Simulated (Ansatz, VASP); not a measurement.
## Mn in VASP and in Ansatz

File INCAR:

```
SYSTEM = Mn
ALGO = Normal
EDIFF = 1E-7
ENCUT = 520
GGA = RP
ISIF = 2
ISMEAR = -1
LASPH = .True.
LCHARG = .True.
LELF = .True.
LREAL = .False.
LVHAR = .True.
LWAVE = .False.
NBANDS = 12
NELM = 100
PREC = Accurate
SIGMA = 0.1
```

File KPOINTS:

```
k-points
0
Gamma
  17 17 17
  0 0 0
```

The input POSCAR:

```
Mn
1.0
    0.0000000000      1.8317464617      1.8317464617
    1.8317464617      0.0000000000      1.8317464617
    1.8317464617      1.8317464617      0.0000000000
Mn
1
Direct
    0.0000000000      0.0000000000      0.0000000000
```

Input for Ansatz:

```yaml
crystal:
  lattice:
    - [0.0, 1.8317464617, 1.8317464617]
    - [1.8317464617, 0.0, 1.8317464617]
    - [1.8317464617, 1.8317464617, 0.0]
  atoms:
    - { symbol: Mn, position: [0.0, 0.0, 0.0] }
hamiltonian:
  xc: rpbe
  pseudopotentials:
    kind: paw
    azcp:
      Mn: "pseudopotentials/Mn.paw.azcp"
basis:
  ecutwfc: 420
  fft_grid_basis: typed
kpoints:
  mp_grid: { grid: [17, 17, 17], shift: [0, 0, 0] }
magnetization:
  spin_polarized: false
scf:
  occupations: { method: fermi_dirac, width: 0.1 }
  lower_state_search: "off"
output:
  stress: true
```

Alike in both runs: task single point; functional RPBE; k mesh 17 × 17 × 17; occupations fermi-dirac, width 0.1 eV; no spin polarisation.

```csv
,VASP,Ansatz
version,VASP 6.6.1,Ansatz 0.2.0
potentials or method,"VASP PAW PBE potentials, release 64 (Mn_pv), cutoff 520 eV","plane waves (420 eV) with PAW, scalar-relativistic"
valence electrons in the cell,13,15
```

Ansatz gave:

* pressure (GPa): -23.0

Q: Estimate VASP's values.

A: Pressure (GPa): -22.8.

VASP's potentials were made for PBE, not for RPBE. With one functional, cell and mesh, what is left measures potentials, basis and numerics. VASP's potentials hold 13 valence electrons a cell and Ansatz's 15, so a difference there can come from the potentials and not from the codes.
